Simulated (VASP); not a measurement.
The system is BaTiO3.

```xyz
5
Lattice="3.9998 0.0000 0.0000 0.0000 3.9998 0.0000 0.0000 0.0000 4.0180" Properties=species:S:1:pos:R:3 pbc="T T T"
Ba    3.9821    3.9624    0.0141
Ti    2.0100    1.9676    1.8835
O     1.9168    2.0572    0.0257
O     2.0108    0.0132    2.0467
O     0.0798    1.9992    2.1695
```

- Program: VASP 6.6.1
- Task: relaxation of cell and atoms
- Functional: PBEsol
- Potentials or basis: VASP PAW PBE potentials, release 64 (Ba_sv, Ti_sv, O)
- Cutoff: 600 eV
- k mesh: 7 × 7 × 7
- Occupations: fermi-dirac, width 0.05 eV
- Spin: no spin polarisation
- Hubbard terms: Ti d U = 5.0 eV

At the start: pressure 2.9 GPa; volume 12.86 Å³/atom.

Question: How do energy, volume and symmetry change on relaxing?

Answer: Over 13 steps the energy falls by 50.0 meV/atom and the volume is 12.94 Å³/atom (+0.6 %); space group P1 (No. 1, to 0.1 Å) before, Pm-3m (No. 221, to 0.1 Å).

The path:
```csv
step,energy change (eV),largest force (eV/Å),pressure (GPa),volume (Å³)
1,0.0000,1.5251,2.87,64.28
2,-0.1675,0.6325,-3.81,66.45
3,-0.1706,0.5315,-4.68,66.79
4,-0.2217,0.3006,2.25,63.99
5,-0.2277,0.2493,0.44,64.66
6,-0.2387,0.1713,0.20,64.69
7,-0.2445,0.1889,-0.04,64.74
8,-0.2494,0.0433,-0.07,64.72
9,-0.2499,0.0458,-0.06,64.71
10,-0.2501,0.0100,0.10,64.65
11,-0.2501,0.0101,0.10,64.65
12,-0.2501,0.0099,-0.14,64.74
13,-0.2501,0.0078,-0.03,64.69
```

Final structure:
```
Ba Ti O
1.0
     4.01389    0.00010    0.00008
     0.00012    4.01444   -0.00007
     0.00011   -0.00002    4.01495
Ba Ti O
1 1 3
Direct
  0.99989 0.99997 0.00524
  0.49976 0.49990 0.50531
  0.50030 0.49987 0.00583
  0.49995 0.00005 0.50592
  0.00009 0.50021 0.50570
```

Caveat: the PAW data sets were made with another functional, which shifts forces and pressure a little.
